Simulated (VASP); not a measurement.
Wanted: the native input for a VASP 6.6.1 run.

* Task: single point
* Functional: PBEsol
* Potentials or basis: VASP PAW PBE potentials, release 64 (K_sv, F)
* Cutoff: 520 eV
* k mesh: 8 × 8 × 8
* Occupations: gaussian, width 0.05 eV
* Spin: no spin polarisation
* Dipole correction: no
* Further INCAR settings: ALGO = Normal; EDIFF = 1e-06; NBANDS = 15

The structure of KF lies in POSCAR:

```
KF
1.0
    3.2683532800     -0.1720185937     -0.1720185937
   -0.1720185937      3.2683532800     -0.1720185937
   -0.1720185937     -0.1720185937      3.2683532800
K F
1 1
Direct
    0.0000000000      0.0000000000      0.0000000000
    0.5000000000      0.5000000000      0.5000000000
```

This cell differs from its parent crystal: ratio of the length along [111] to the lengths across it x 0.85, volume and fractional coordinates fixed.

These files were run (other wordings do the same):

INCAR

```
SYSTEM = KF
PREC = Accurate
ENCUT = 520
EDIFF = 1E-6
ISMEAR = 0
SIGMA = 0.05
LREAL = .False.
LASPH = .True.
NELM = 60
ALGO = Normal
ISIF = 2
LWAVE = .False.
LCHARG = .False.
GGA = PS
NBANDS = 15
```

KPOINTS

```
regular mesh
0
Gamma
  8 8 8
  0 0 0
```

Potentials or basis: VASP PAW PBE potentials, release 64 (K_sv, F).

The run is started by

```sh
$ cat potpaw_PBE.64/K_sv/POTCAR potpaw_PBE.64/F/POTCAR > POTCAR
$ mpirun -np 1 vasp_std > vasp.out
```

It gave:

```yaml
Pressure: -0.8 GPa
Band_gap_on_the_k_mesh: 6.03 eV
```

Caveat: the PAW data sets were made with another functional, which shifts forces and pressure a little.

Run time: 26 s on 1 thread of Intel Xeon 8259CL, with other jobs on the host, peak memory 0.16 GiB.
